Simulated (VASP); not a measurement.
Bi2Te3: single point with PBE

Crystal: Bi2Te3.

```
Bi Te
1.0
     2.22331    1.28363   10.71866
    -2.22331    1.28363   10.71866
     0.00000   -2.56725   10.71866
Bi Te
2 3
Direct
  0.60277 0.60277 0.60277
  0.39723 0.39723 0.39723
  0.78402 0.78402 0.78402
  0.00000 0.00000 0.00000
  0.21598 0.21598 0.21598
```

| Item | Value |
| --- | --- |
| Program | VASP 6.6.1 |
| Task | single point |
| Functional | PBE |
| Potentials or basis | VASP PAW PBE potentials, release 64 (Bi_d, Te) |
| Cutoff | 520 eV |
| k mesh | 12 × 12 × 12 |
| Occupations | gaussian, width 0.02 eV |
| Spin | no spin polarisation |
| Dipole correction | no |
| Further INCAR settings | ALGO = Normal; EDIFF = 1e-06; NBANDS = 32 |

```
Pressure               : 0.0 GPa
Largest force          : 0.008 eV/Å
Band gap on the k mesh : 0.54 eV, direct
```

Forces in eV/Å, atoms in the order of the input:
```
Bi   0.000  0.000  0.007
Bi   0.000  0.000 -0.007
Te   0.000  0.000  0.008
Te   0.000  0.000  0.000
Te   0.000  0.000 -0.008
```

Levels at points of the mesh, in eV from the valence-band top:
| k point | band 22 | band 23 | band 24 | band 25 | band 26 | band 27 |
| --- | --- | --- | --- | --- | --- | --- |
| (0.00, 0.00, 0.00) | -0.58 | -0.58 | 0.00 | 0.54 | 1.12 | 1.12 |
| (0.50, 0.00, 0.00) | -1.64 | -0.68 | -0.46 | 0.94 | 1.68 | 2.70 |
| (0.50, 0.50, 0.00) | -1.41 | -0.95 | -0.85 | 1.45 | 1.54 | 2.18 |
| (0.50, 0.50, 0.50) | -0.69 | -0.69 | -0.25 | 0.80 | 1.34 | 1.34 |

It took 69 min on 1 thread of Intel(R) Xeon(R) 6975P-C (Granite Rapids) (shared host), peak memory 1.7 GiB.

Caveat: spin-orbit coupling is left out, which moves the levels of the heavy elements. A k mesh can miss the band edges.
